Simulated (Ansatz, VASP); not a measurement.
# Ru: VASP beside Ansatz

INCAR

```
  ALGO = Fast
  EDIFF = 1E-6
  ENCUT = 520
  GGA = PS
  ISIF = 2
  ISMEAR = 0
  LASPH = T
  LCHARG = T
  LELF = T
  LREAL = F
  LVHAR = T
  LWAVE = F
  NBANDS = 21
  NELM = 80
  PREC = Accurate
  SIGMA = 0.15
```

KPOINTS

```
k-points
0
Gamma
  24 24 12
```

POSCAR

```
Ru
1.0
    2.7057993342      0.0000000000      0.0000000000
   -1.3528996671      2.3432909610      0.0000000000
    0.0000000000      0.0000000000      4.2819000000
Ru
2
Direct
    0.4293521393      0.8587042785      0.2500000000
    0.6666666667      0.3333333333      0.7500000000
```

Input for Ansatz:

```yaml
crystal:
  lattice:
    - [2.7057993342, 0.0, 0.0]
    - [-1.3528996671, 2.343290961, 0.0]
    - [0.0, 0.0, 4.2819]
  atoms:
    - { symbol: Ru, position: [0.4293521393, 0.8587042785, 0.25] }
    - { symbol: Ru, position: [0.6666666667, 0.3333333333, 0.75] }
basis:
  ecutwfc: 420
kpoints:
  mp_grid: { grid: [24, 24, 12] }
hamiltonian:
  xc: pbesol
scf:
  occupations: { method: gaussian, width: 0.15 }
output:
  forces: true
  stress: true
  eigenvalues: true
```

Alike in both runs: task single point; functional PBEsol; k mesh 24 × 24 × 12; occupations gaussian, width 0.15 eV; no spin polarisation.

|  | VASP | Ansatz |
| --- | --- | --- |
| version | VASP 6.6.1 | Ansatz 0.2.0 |
| potentials or method | VASP PAW PBE potentials, release 64 (Ru_pv), cutoff 520 eV | scalar-relativistic, plane waves, PAW |
| valence electrons in the cell | 28 | 32 |

VASP gave:

- gap on the k mesh at the Fermi level (eV): none
- pressure (GPa): 3.9
- traceless stress, the component that is largest in VASP (GPa): -12.77
- rms of the force components (eV/Å): 1.376

Task: Estimate Ansatz's values.

Result: gap on the k mesh at the Fermi level (eV): none; pressure (GPa): 3.7; traceless stress, the component that is largest in VASP (GPa): -12.58; rms of the force components (eV/Å): 1.366.

VASP's potentials were made for PBE, not for PBEsol. Atom by atom the forces differ by 0.010 eV/Å (rms over components). A gap of «none» marks a metal or a gap that the smearing closes. VASP's potentials hold 28 valence electrons a cell and Ansatz's 32, so a difference there can come from the potentials and not from the codes.
